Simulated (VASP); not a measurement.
# ZrTi3C4 (Pm-3m) in VASP: notebook, part 2 of 2

VASP 6.6.1.

## Step 4: Single point, PBE

File INCAR:

```
SYSTEM = ZrTi3C4
PREC     = Accurate       ! precision mode
ENCUT    = 520            ! plane-wave cutoff, eV
EDIFF    = 1E-6           ! SCF threshold, eV
ISMEAR   = 0              ! smearing method
SIGMA    = 0.1            ! smearing width, eV
LREAL    = .FALSE.        ! projectors in reciprocal space
LASPH    = .TRUE.         ! aspherical terms in the spheres
NELM     = 60             ! most SCF steps
ALGO     = Normal         ! electronic algorithm
ISIF     = 2              ! what is computed and relaxed
LWAVE    = .FALSE.        ! write WAVECAR
LCHARG   = .FALSE.        ! write CHGCAR
GGA      = PE             ! functional
NBANDS   = 42             ! bands
```

File KPOINTS:

```
regular mesh
0
G
  8 8 8
  0 0 0
```

File POSCAR:

```
ZrTi3C4
1.0
    4.4440955529      0.0000000000      0.0000000000
    0.0000000000      4.4440955529      0.0000000000
    0.0000000000      0.0000000000      4.4440955529
Zr Ti C
1 3 4
Direct
    0.0000000000      0.0000000000      0.0000000000
    0.5000000000      0.0000000000      0.5000000000
    0.5000000000      0.5000000000      0.0000000000
    0.0000000000      0.5000000000      0.5000000000
    0.0000000000      0.5000000000      0.0000000000
    0.5000000000      0.5000000000      0.5000000000
    0.0000000000      0.0000000000      0.5000000000
    0.5000000000      0.0000000000      0.0000000000
```

Potentials or basis: VASP PAW PBE potentials, release 64 (Zr_sv, Ti_sv, C).

On the command line:

```
cat potpaw_PBE.64/Zr_sv/POTCAR potpaw_PBE.64/Ti_sv/POTCAR potpaw_PBE.64/C/POTCAR > POTCAR
mpirun -np 1 vasp_std > vasp.out
```

OUTCAR:

```text
SYSTEM = ZrTi3C4
   PREC = Accurate
   ENCUT = 520
   EDIFF = 1E-6
   ISMEAR = 0
   LREAL = .FALSE.
   LASPH = .TRUE.
   NELM = 60
   ISIF = 2
   GGA = PE

 ion  position               nearest neighbor table
   1  0.000  0.000  0.000-   5 2.22   7 2.22   8 2.22   7 2.22   5 2.22   8 2.22   2 3.14   4 3.14
                             2 3.14   3 3.14   4 3.14   3 3.14   4 3.14   2 3.14   3 3.14   4 3.14
   2  0.500  0.000  0.500-   6 2.22   7 2.22   8 2.22   8 2.22   6 2.22   7 2.22   1 3.14   1 3.14
                             1 3.14   1 3.14
   3  0.500  0.500  0.000-   5 2.22   6 2.22   8 2.22   6 2.22   8 2.22   5 2.22   1 3.14   1 3.14
                             1 3.14   1 3.14
   4  0.000  0.500  0.500-   5 2.22   6 2.22   7 2.22   5 2.22   7 2.22   6 2.22   1 3.14   1 3.14
                             1 3.14   1 3.14
   5  0.000  0.500  0.000-   1 2.22   3 2.22   4 2.22   4 2.22   1 2.22   3 2.22
   6  0.500  0.500  0.500-   2 2.22   3 2.22   4 2.22   3 2.22   2 2.22   4 2.22
   7  0.000  0.000  0.500-   1 2.22   2 2.22   4 2.22   1 2.22   4 2.22   2 2.22
   8  0.500  0.000  0.000-   1 2.22   2 2.22   3 2.22   2 2.22   3 2.22   1 2.22

  LATTYP: Found a simple cubic cell.
 ALAT       =     4.4440955529

  Lattice vectors:

 A1 = (   4.4440955529,   0.0000000000,   0.0000000000)
 A2 = (   0.0000000000,   4.4440955529,   0.0000000000)
 A3 = (   0.0000000000,   0.0000000000,   4.4440955529)
[... 193 lines left out ...]
 Fermi energy:         9.3494038272

 k-point     1 :       0.0000    0.0000    0.0000
  band No.  band energies     occupation
      1     -47.4163      2.00000
      2     -47.3645      2.00000
      3     -47.3645      2.00000
      4     -38.1012      2.00000
      5     -23.7777      2.00000
      6     -23.7777      2.00000
[... 1069 lines left out ...]
     41      12.7452      0.00000
     42      13.4810      0.00000

 [... further k-points ...]
[... 5 lines left out ...]
  --------------------------------------------------------------------------------------
  -------------------------------------------------------------------------------------
  Total        0.1504997      0.1504997      0.1504997      0.0000000      0.0000000      0.0000000
  in kB        2.7472362      2.7472362      2.7472362      0.0000000      0.0000000      0.0000000
  external PRESSURE =       2.7472362 kB  Pullay stress =       0.0000000 kB

 VOLUME and BASIS-vectors are now :
 -----------------------------------------------------------------------------
  energy-cutoff  :      520.00
  volume of cell :       87.77
      direct lattice vectors                 reciprocal lattice vectors
     4.444095553  0.000000000  0.000000000     0.225017664  0.000000000  0.000000000
     0.000000000  4.444095553  0.000000000     0.000000000  0.225017664  0.000000000
     0.000000000  0.000000000  4.444095553     0.000000000  0.000000000  0.225017664

 POSITION                                       TOTAL-FORCE (eV/Angst)
 -----------------------------------------------------------------------------------
      0.00000      0.00000      0.00000         0.000000      0.000000      0.000000
      2.22205      0.00000      2.22205         0.000000      0.000000      0.000000
      2.22205      2.22205      0.00000         0.000000      0.000000      0.000000
      0.00000      2.22205      2.22205         0.000000      0.000000      0.000000
      0.00000      2.22205      0.00000         0.000000      0.000000      0.000000
      2.22205      2.22205      2.22205         0.000000      0.000000      0.000000
      0.00000      0.00000      2.22205         0.000000      0.000000      0.000000
      2.22205      0.00000      0.00000         0.000000      0.000000      0.000000
 -----------------------------------------------------------------------------------
    total drift:                                0.000000      0.000000      0.000000

  FREE ENERGIE OF THE ION-ELECTRON SYSTEM (eV)
  ---------------------------------------------------
  free  energy   TOTEN  =       -74.9834446769 eV

  energy  without entropy=      -74.9794608577  energy(sigma->0) =      -74.98145277
```

stdout:

```text
POSCAR found type information on POSCAR ZrTiC
 POSCAR found :  3 types and       8 ions
 scaLAPACK will be used
 LDA part: xc-table for (Slater+PW92), standard interpolation
 POSCAR, INCAR and KPOINTS ok, starting setup
 FFT: planning ... GRIDC
 FFT: planning ... GRID_SOFT
 FFT: planning ... GRID
 WAVECAR not read
 entering main loop
```

It took 84 s on 1 thread of Intel Xeon Platinum 8559C (Emerald Rapids), shared host; peak memory 0.27 GiB.

What came out:

```
Free energy            : -74.9834 eV
Pressure               : 0.3 GPa
Band gap on the k mesh : zero (bands 32 and 33 overlap by 0.66 eV)
```

Levels at points of the mesh, in eV from the Fermi level:
| k point | band 29 | band 30 | band 31 | band 32 | band 33 | band 34 | band 35 | band 36 |
| --- | --- | --- | --- | --- | --- | --- | --- | --- |
| (0.00, 0.00, 0.00) | -0.30 | 0.32 | 0.32 | 0.32 | 0.71 | 0.71 | 0.71 | 1.42 |
| (0.50, 0.00, 0.00) | -0.63 | -0.56 | -0.47 | -0.47 | -0.30 | -0.30 | 1.95 | 2.53 |
| (0.50, 0.50, 0.00) | -2.44 | -2.42 | -2.42 | -1.85 | 1.85 | 1.94 | 2.42 | 2.42 |
| (0.50, 0.50, 0.50) | -2.79 | -2.74 | -2.74 | -2.74 | 2.62 | 2.62 | 2.62 | 2.74 |

## Step 5: Relaxation of cell and atoms, PBE

This run uses another cell than the first one, of 13.87 Å³/atom.

File INCAR:

```
SYSTEM = ZrTi3C4
ALGO = Normal ; EDIFF = 1E-6
EDIFFG = -0.04 ; ENCUT = 600
GGA = PE ; IBRION = 2
ISIF = 3 ; ISMEAR = 0
LASPH = .True. ; LCHARG = .False.
LREAL = .False. ; LWAVE = .False.
NELM = 80 ; NSW = 90
PREC = Accurate ; SIGMA = 0.1
```

File KPOINTS:

```
k-points
0
Gamma
  4 4 4
  0 0 0
```

Edit POSCAR of step 4 so:

```diff
@@ -2,5 +2,5 @@
 1.0
-    4.4440955529      0.0000000000      0.0000000000
-    0.0000000000      4.4440955529      0.0000000000
-    0.0000000000      0.0000000000      4.4440955529
+    4.8054145400      0.0000000000      0.0000000000
+    0.0000000000      4.8054145400      0.0000000000
+    0.0000000000      0.0000000000      4.8054145400
 Zr Ti C
```

On the command line:

```
cat potpaw_PBE.64/Zr_sv/POTCAR potpaw_PBE.64/Ti_sv/POTCAR potpaw_PBE.64/C/POTCAR > POTCAR
mpirun -np 1 vasp_std > vasp.out
```

Wall time 3.2 min (1 thread of Intel Xeon Platinum 8559C (Emerald Rapids), shared host); peak memory 0.27 GiB.

It converged, with:

```yaml
Free_energy: -75.1106 eV
Relaxed_volume: 10.94 Å³/atom
Relaxed_cell: a = 4.440 Å, b = 4.440 Å, c = 4.440 Å, α = 90.00°, β = 90.00°, γ = 90.00°
Space_group_after_relaxing_to_0.1_Å: Pm-3m (No. 221)
Energy_gained_by_relaxing: 380.8 meV/atom
Ionic_steps: 5
Pressure_after_relaxing: 0.5 GPa
Band_gap_on_the_k_mesh: zero (bands 32 and 33 overlap by 0.62 eV)
```

Step by step:
```csv
step,energy change (eV),largest force (eV/Å),pressure (GPa),volume (Å³)
1,0.0000,0.0000,-34.37,110.97
2,0.9564,0.0000,85.82,69.71
3,-3.0392,0.0000,-2.52,88.71
4,-3.0464,0.0000,-0.59,87.97
5,-3.0465,0.0000,0.54,87.55
```

Final structure:
```cif
data_structure
_symmetry_space_group_name_H-M 'P 1'
_symmetry_Int_Tables_number 1
_cell_length_a 4.4404
_cell_length_b 4.4404
_cell_length_c 4.4404
_cell_angle_alpha 90.000
_cell_angle_beta 90.000
_cell_angle_gamma 90.000
_cell_volume 87.55
loop_
_atom_site_label
_atom_site_type_symbol
_atom_site_fract_x
_atom_site_fract_y
_atom_site_fract_z
_atom_site_occupancy
Zr1 Zr 0.00000 0.00000 0.00000 1
Ti1 Ti 0.50000 0.00000 0.50000 1
Ti2 Ti 0.50000 0.50000 0.00000 1
Ti3 Ti 0.00000 0.50000 0.50000 1
C1 C 0.00000 0.50000 0.00000 1
C2 C 0.50000 0.50000 0.50000 1
C3 C 0.00000 0.00000 0.50000 1
C4 C 0.50000 0.00000 0.00000 1
```

Levels at points of the mesh, in eV from the Fermi level:
```
           k point  band 30  band 31  band 32  band 33  band 34  band 35
(0.00, 0.00, 0.00)     0.38     0.38     0.38     0.77     0.77     0.77
(0.50, 0.00, 0.00)    -0.50    -0.41    -0.41    -0.24    -0.24     2.02
(0.50, 0.50, 0.00)    -2.37    -2.37    -1.79     1.91     2.00     2.48
(0.50, 0.50, 0.50)    -2.68    -2.68    -2.68     2.68     2.68     2.68
```

Caveat: the volume moved by over 15 % at a fixed basis, so the end points are rough.

## Step 6: The runs side by side

```tsv
task	cell	k mesh	cutoff (eV)	gap on the mesh (eV)	pressure (GPa)
single point	a = 4.444 Å, 8 atoms	4 × 4 × 4	520	none	0.0
single point	a = 4.805 Å, 8 atoms	4 × 4 × 4	520	none	-34.3
single point	a = 4.444 Å, 8 atoms	8 × 8 × 8	520	none	0.3
relaxation of cell and atoms	relaxed from a = 4.805 Å, 8 atoms	4 × 4 × 4	600	none	0.5
```

Alike in all rows: level PBE; potentials or basis VASP PAW PBE potentials, release 64 (Zr_sv, Ti_sv, C); no spin polarisation; smearing gaussian 0.1 eV.

Caveats: the cell stands under tension (at least some runs); the volume moved by over 15 % at a fixed basis, so the end points are rough (at least some runs).

Total energies depend on the potentials used, so only differences within one code and one set of settings carry meaning.
